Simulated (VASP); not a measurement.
# InH3 (P6/mmm) in VASP: single point with PBE

Aim: the single point of InH3 with PBE.

Program: VASP 6.6.1. These are calculated values, not measurements. Logs are shortened: lines on timing, memory, paths and dates and some standing lists are left out, and cuts for length are marked.

**1. The cell of the first run**

The structure is hexagonal, space group P6/mmm (No. 191). Conventional cell: a = 7.494 Å, b = 7.494 Å, c = 3.867 Å, α = 90.00°, β = 90.00°, γ = 120.00°. Within 2.6 Å of In (site symmetry mmm) lie 6 H at 1.93 Å. Within 2.6 Å of H (site symmetry mmm) lie 2 In at 1.93 Å. H (site symmetry mm2) has 2 In at 1.93 Å within 2.6 Å.

**2. Single point, PBE**

Contents of INCAR:

```
PREC     = Accurate       # precision mode
ENCUT    = 520            # plane-wave cutoff, eV
EDIFF    = 1E-6           # SCF threshold, eV
ISMEAR   = 0              # smearing method
SIGMA    = 0.1            # smearing width, eV
LREAL    = False          # projectors in reciprocal space
LASPH    = True           # aspherical terms in the spheres
NELM     = 80             # most SCF steps
ALGO     = Normal         # electronic algorithm
ISIF     = 2              # what is computed and relaxed
LWAVE    = False          # write WAVECAR
LCHARG   = True           # write CHGCAR
GGA      = PE             # functional
LELF     = True           # ELF
LVHAR    = True         
NBANDS   = 36             # bands
```

Contents of KPOINTS:

```
regular mesh
0
Gamma
  6 6 10
```

Contents of POSCAR:

```
InH3
1.0
    7.4943545856      0.0000000000      0.0000000000
   -3.7471772928      6.4903014561      0.0000000000
    0.0000000000      0.0000000000      3.8672181107
In H
3 9
Direct
    0.5000000000      0.0000000000      0.0000000000
    0.5000000000      0.5000000000      0.0000000000
    0.0000000000      0.5000000000      0.0000000000
    0.5000000000      0.0000000000      0.5000000000
    0.5731282623      0.7865641312      1.0000234954
    0.4268717377      0.2134358688     -0.0000234954
    0.2134358688      0.7865641312      1.0000234954
    0.7865641312      0.2134358688     -0.0000234954
    0.5000000000      0.5000000000      0.5000000000
    0.2134358688      0.4268717377      1.0000234954
    0.7865641312      0.5731282623     -0.0000234954
    0.0000000000      0.5000000000      0.5000000000
```

Potentials or basis: VASP PAW PBE potentials, release 64 (In_d, H).

The run is started by

```sh
cat potpaw_PBE.64/In_d/POTCAR potpaw_PBE.64/H/POTCAR > POTCAR
mpirun -np 1 vasp_std > vasp.out
```

OUTCAR:

```text
PREC = Accurate
   ENCUT = 520
   EDIFF = 1E-6
   ISMEAR = 0
   LREAL = False
   LASPH = True
   NELM = 80
   ISIF = 2
   GGA = PE

 ion  position               nearest neighbor table
   1  0.500  0.000  0.000-   5 1.93   6 1.93   7 1.93   8 1.93   4 1.93   4 1.93   2 3.75   3 3.75
                             2 3.75   3 3.75
   2  0.500  0.500  0.000-  10 1.93  11 1.93   5 1.93   6 1.93   9 1.93   9 1.93   3 3.75   3 3.75
                             1 3.75   1 3.75
   3  0.000  0.500  0.000-  10 1.93  11 1.93   7 1.93   8 1.93  12 1.93  12 1.93   2 3.75   2 3.75
                             1 3.75   1 3.75
   4  0.500  0.000  0.500-   1 1.93   1 1.93
   5  0.573  0.787  0.000-   1 1.93   2 1.93
   6  0.427  0.213  1.000-   1 1.93   2 1.93
   7  0.213  0.787  0.000-   1 1.93   3 1.93
   8  0.787  0.213  1.000-   1 1.93   3 1.93
   9  0.500  0.500  0.500-   2 1.93   2 1.93
  10  0.213  0.427  0.000-   3 1.93   2 1.93
  11  0.787  0.573  1.000-   3 1.93   2 1.93
  12  0.000  0.500  0.500-   3 1.93   3 1.93

  LATTYP: Found a hexagonal cell.
 ALAT       =     7.4943545856
 C/A-ratio  =     0.5160174991

  Lattice vectors:

 A1 = (   7.4943545856,   0.0000000000,   0.0000000000)
 A2 = (  -3.7471772928,   6.4903014561,   0.0000000000)
 A3 = (   0.0000000000,   0.0000000000,   3.8672181107)

Analysis of symmetry for initial positions (statically):
=====================================================================
 Subroutine PRICEL returns:
 Original cell was already a primitive cell.

 Routine SETGRP: Setting up the symmetry group for a
 hexagonal supercell.

 Subroutine GETGRP returns: Found 12 space group operations
 (whereof 12 operations were pure point group operations)
 out of a pool of 24 trial point group operations.

The static configuration has the point symmetry D_3d.

Analysis of symmetry for dynamics (positions and initial velocities):
=====================================================================
 Subroutine PRICEL returns:
 Original cell was already a primitive cell.

 Routine SETGRP: Setting up the symmetry group for a
 hexagonal supercell.

 Subroutine GETGRP returns: Found 12 space group operations
 (whereof 12 operations were pure point group operations)
 out of a pool of 24 trial point group operations.

The dynamic configuration has the point symmetry D_3d.

 Subroutine INISYM returns: Found 12 space group operations
 (whereof 12 operations are pure point group operations),
 and found     1 'primitive' translations

----------------------------------------------------------------------------------------

                                     Primitive cell

  volume of cell :     188.1039

  direct lattice vectors                    reciprocal lattice vectors
     7.494354586  0.000000000  0.000000000     0.133433772  0.077038024  0.000000000
    -3.747177293  6.490301456  0.000000000     0.000000000  0.154076048  0.000000000
     0.000000000  0.000000000  3.867218111     0.000000000  0.000000000  0.258583812

  length of vectors
     7.494354586  7.494354586  3.867218111     0.154076048  0.154076048  0.258583812

  position of ions in fractional coordinates (direct lattice)
     0.500000000  0.000000000  0.000000000
     0.500000000  0.500000000  0.000000000
     1.000000000  0.500000000  0.000000000
     0.500000000  0.000000000  0.500000000
     0.573128262  0.786564131  0.000023495
     0.426871738  0.213435869  0.999976505
     0.213435869  0.786564131  0.000023495
     0.786564131  0.213435869  0.999976505
     0.500000000  0.500000000  0.500000000
     0.213435869  0.426871738  0.000023495
     0.786564131  0.573128262  0.999976505
     1.000000000  0.500000000  0.500000000

  ion indices of the primitive-cell ions
   primitive index   ion index
                 1           1
                 2           2
                 3           3
                 4           4
                 5           5
                 6           6
                 7           7
                 8           8
                 9           9
                10          10
                11          11
                12          12

----------------------------------------------------------------------------------------

 KPOINTS: regular mesh

Automatic generation of k-mesh.
 Grid dimensions read from file:
 generate k-points for:    6    6   10

 Generating k-lattice:

  Cartesian coordinates                     Fractional coordinates (reciprocal lattice)
     0.022238962  0.012839671  0.000000000     0.166666667  0.000000000  0.000000000
     0.000000000  0.025679341  0.000000000     0.000000000  0.166666667  0.000000000
     0.000000000  0.000000000  0.025858381     0.000000000  0.000000000  0.100000000

  Length of vectors
     0.025679341  0.025679341  0.025858381

  Shift w.r.t. Gamma in fractional coordinates (k-lattice)
     0.000000000  0.000000000  0.000000000

 Subroutine IBZKPT returns following result:
 ===========================================

 Found     54 irreducible k-points:

 Following reciprocal coordinates:
            Coordinates               Weight
  0.000000  0.000000  0.000000      1.000000
  0.166667  0.000000  0.000000      6.000000
  0.333333  0.000000  0.000000      6.000000
  0.500000  0.000000  0.000000      3.000000
  0.166667  0.166667  0.000000      6.000000
  0.333333  0.166667  0.000000     12.000000
[... 16 lines left out ...]
  0.500000  0.000000  0.200000      6.000000
  0.166667  0.166667  0.200000     12.000000
 [... further k-points ...]
   k-points           NKPTS =     54   k-points in BZ     NKDIM =     54   number of bands    NBANDS=     36
   number of dos      NEDOS =    301   number of ions     NIONS =     12
   total plane-waves  NPLWV =  94080
   dimension x,y,z NGX =    56 NGY =   56 NGZ =   30
   dimension x,y,z NGXF=   112 NGYF=  112 NGZF=   60
   ions per type =               3   9
   NGX,Y,Z   is equivalent  to a cutoff of  12.42, 12.42, 12.90 a.u.
   NGXF,Y,Z  is equivalent  to a cutoff of  24.84, 24.84, 25.79 a.u.
 SYSTEM =  unknown system
   PREC   = accura    normal or accurate (medium, high low for compatibility)
   ISTART =      0    job   : 0-new  1-cont  2-samecut
   ICHARG =      2    charge: 1-file 2-atom 10-const
   ISPIN  =      1    spin polarized calculation?
   LNONCOLLINEAR =      F non collinear calculations
   LSORBIT =      F    spin-orbit coupling
   LASPH  =      T    aspherical Exc in radial PAW
   ENCUT  =  520.0 eV  38.22 Ry    6.18 a.u.  13.93 13.93  7.19*2*pi/ulx,y,z
   NELM   =     80;   NELMIN=  2; NELMDL= -5     # of ELM steps
   EDIFF  = 0.1E-05   stopping-criterion for ELM
   LREAL  =      F    real-space projection
   EDIFFG = 0.1E-04   stopping-criterion for IOM
   NSW    =      0    number of steps for IOM
   IBRION =     -1    ionic relax: 0-MD 1-quasi-New 2-CG
   NFREE  =      0    steps in history (QN), initial steepest desc. (CG)
   ISIF   =      2    stress and relaxation
   ISYM   =      2    0-nonsym 1-usesym 2-fastsym
   POTIM  = 0.5000    time-step for ionic-motion
   TEBEG  =    0.0;   TEEND  =   0.0 temperature during run
   PSTRESS=    0.0 pullay stress
   NELECT =      48.0000    total number of electrons
   NUPDOWN=      -1.0000    fix difference up-down
   EMIN   =  10.00;   EMAX   =-10.00  energy-range for DOS
   EFERMI =   0.00;   METHOD = LEGACY
   ISMEAR =     0;   SIGMA  =   0.10  broadening in eV -4-tet -1-fermi 0-gaus
   EFERMI_NEDOS =   21; number of points for ismear=-14 and -15
   IALGO  =     38    algorithm
   IMIX   =      4    mixing-type and parameters
     AMIX     =   0.40;   BMIX     =  1.00
     AMIX_MAG =   1.60;   BMIX_MAG =  1.00
  volume/ion in A,a.u.               =      15.68       105.78
  Fermi-wavevector in a.u.,A,eV,Ry     =   1.038379  1.962252 14.670229  1.078231
  Thomas-Fermi vector in A             =   2.172861
   LORBIT       =      0    0 simple, 1 ext, 2 COOP (PROOUT), +10 PAW based schemes
   GGA     = PE    functional components
   LHFCALC =     F    Hartree Fock is set to
   AEXX    =    0.0000 exact exchange contribution
   IVDW    =     0    specifies the selected vdW correction
   LEPSILON=     F    determine dielectric tensor
   LRPA    =     F    only Hartree local field effects (RPA)
 non-spin polarized calculation
 Gauss-broadening in eV      SIGMA  =   0.10
  energy-cutoff  :      520.00
  volume of cell :      188.10
 maximum number of plane-waves:      5100
   NGX = 27   NGY = 27   NGZ = 15

 number of electron      47.9999983 magnetization

 Free energy of the ion-electron system (eV)
  ---------------------------------------------------
  ext. energy  EPLUGINS =         0.00000000
  ---------------------------------------------------
  free energy    TOTEN  =       -34.22978990 eV

  energy without entropy =      -34.22399928  energy(sigma->0) =      -34.22689459

 E-fermi :   0.8939     XC(G=0):  -7.0982

 val. band max:        0.8556796943   @ k =   0.0000   0.0000   0.0000
 cond. band min:       0.9060586484   @ k =   0.3333   0.1667   0.5000
 fundamental gap:      0.0503789541
 Fermi energy:         0.8939320274

 k-point     1 :       0.0000    0.0000    0.0000
  band No.  band energies     occupation
      1     -13.6066      2.00000
      2     -13.6066      2.00000
      3     -13.6029      2.00000
      4     -13.4411      2.00000
      5     -13.4411      2.00000
      6     -13.2814      2.00000
[... 28 lines left out ...]
     35       8.9282      0.00000
     36       8.9296      0.00000

 k-point     2 :       0.1667    0.0000    0.0000
  band No.  band energies     occupation
      1     -13.6052      2.00000
      2     -13.5928      2.00000
      3     -13.5895      2.00000
      4     -13.4506      2.00000
      5     -13.4413      2.00000
      6     -13.2767      2.00000
[... 28 lines left out ...]
     35       8.7489      0.00000
     36       8.9548      0.00000

 k-point     3 :       0.3333    0.0000    0.0000
  band No.  band energies     occupation
      1     -13.6049      2.00000
      2     -13.5631      2.00000
      3     -13.5471      2.00000
      4     -13.4766      2.00000
      5     -13.4422      2.00000
      6     -13.3041      2.00000
[... 28 lines left out ...]
     35       8.4768      0.00000
     36       8.9821      0.00000

 k-point     4 :       0.5000    0.0000    0.0000
  band No.  band energies     occupation
      1     -13.6048      2.00000
      2     -13.5351      2.00000
      3     -13.5177      2.00000
      4     -13.5027      2.00000
      5     -13.4437      2.00000
      6     -13.3340      2.00000
[... 28 lines left out ...]
     35       8.8144      0.00000
     36       9.1449      0.00000

 k-point     5 :       0.1667    0.1667    0.0000
  band No.  band energies     occupation
      1     -13.5917      2.00000
      2     -13.5914      2.00000
      3     -13.5538      2.00000
      4     -13.4706      2.00000
      5     -13.4388      2.00000
      6     -13.2918      2.00000
[... 655 lines left out ...]
 k-point    22 :       0.0000    0.3333    0.2000
  band No.  band energies     occupation
      1     -13.5749      2.00000
      2     -13.5136      2.00000
      3     -13.4973      2.00000
      4     -13.4155      2.00000
      5     -13.3950      2.00000
      6     -13.2994      2.00000
[... 28 lines left out ...]
     35       8.1353      0.00000
     36       9.1473      0.00000

 k-point    23 :       0.5000    0.0000    0.2000
  band No.  band energies     occupation
      1     -13.5725      2.00000
      2     -13.4574      2.00000
      3     -13.4555      2.00000
      4     -13.4474      2.00000
      5     -13.4423      2.00000
      6     -13.3205      2.00000
[... 28 lines left out ...]
     35       8.8604      0.00000
     36       9.0036      0.00000

 k-point    24 :       0.1667    0.1667    0.2000
  band No.  band energies     occupation
      1     -13.5704      2.00000
      2     -13.5412      2.00000
      3     -13.5015      2.00000
      4     -13.4096      2.00000
      5     -13.3836      2.00000
      6     -13.2896      2.00000
[... 28 lines left out ...]
     35       8.4540      0.00000
     36       8.9520      0.00000

 [... further k-points ...]
[... 5 lines left out ...]
  --------------------------------------------------------------------------------------
  -------------------------------------------------------------------------------------
  Total       -0.1097591     -0.1097591     -0.1125873      0.0000000      0.0000000      0.0000000
  in kB       -0.9348746     -0.9348746     -0.9589637      0.0000000      0.0000000      0.0000000
  external PRESSURE =      -0.9429043 kB  Pullay stress =       0.0000000 kB

 VOLUME and BASIS-vectors are now :
 -----------------------------------------------------------------------------
  energy-cutoff  :      520.00
  volume of cell :      188.10
      direct lattice vectors                 reciprocal lattice vectors
     7.494354586  0.000000000  0.000000000     0.133433772  0.077038024  0.000000000
    -3.747177293  6.490301456  0.000000000     0.000000000  0.154076048  0.000000000
     0.000000000  0.000000000  3.867218111     0.000000000  0.000000000  0.258583812

 POSITION                                       TOTAL-FORCE (eV/Angst)
 -----------------------------------------------------------------------------------
      3.74718      0.00000      0.00000         0.000000      0.000000      0.000000
      1.87359      3.24515      0.00000         0.000000      0.000000      0.000000
     -1.87359      3.24515      0.00000         0.000000      0.000000      0.000000
      3.74718      0.00000      1.93361         0.000000      0.000000      0.000000
      1.34783      5.10504      0.00009         0.000993      0.000573     -0.000111
      2.39935      1.38526      3.86713        -0.000993     -0.000573      0.000111
     -1.34783      5.10504      0.00009        -0.000993      0.000573     -0.000111
      5.09501      1.38526      3.86713         0.000993     -0.000573      0.000111
      1.87359      3.24515      1.93361         0.000000      0.000000      0.000000
     -0.00000      2.77053      0.00009         0.000000     -0.001147     -0.000111
      3.74718      3.71978      3.86713        -0.000000      0.001147      0.000111
     -1.87359      3.24515      1.93361         0.000000      0.000000      0.000000
 -----------------------------------------------------------------------------------
    total drift:                               -0.000000      0.000000      0.000000

  FREE ENERGIE OF THE ION-ELECTRON SYSTEM (eV)
  ---------------------------------------------------
  free  energy   TOTEN  =       -34.2297899032 eV

  energy  without entropy=      -34.2239992849  energy(sigma->0) =      -34.22689459
```

Run time: 8.9 min. Hardware: 1 thread of Oxide Virtual Turin-like, shared host; peak memory 0.43 GiB.

What came out:

```
Free energy            : -34.2298 eV
Pressure               : -0.1 GPa
Band gap on the k mesh : zero (band 24 reaches 1.00 eV, above the bottom of band 25 at 0.51 eV)
```

Levels at points of the mesh, in eV from the Fermi level:
| k point | band 22 | band 23 | band 24 | band 25 | band 26 | band 27 |
| --- | --- | --- | --- | --- | --- | --- |
| (0.00, 0.00, 0.00) | -0.04 | 0.11 | 0.11 | 3.71 | 3.75 | 4.01 |
| (0.50, 0.00, 0.00) | -2.03 | -1.69 | 0.05 | 3.63 | 4.09 | 4.17 |
| (0.00, 0.00, 0.50) | -3.90 | -3.87 | -3.87 | 2.69 | 2.69 | 4.18 |
| (0.50, 0.00, 0.50) | -3.91 | -2.29 | -1.69 | 0.15 | 1.13 | 4.50 |

Caveat: spin-orbit coupling is left out, which moves the levels of the heavy elements.
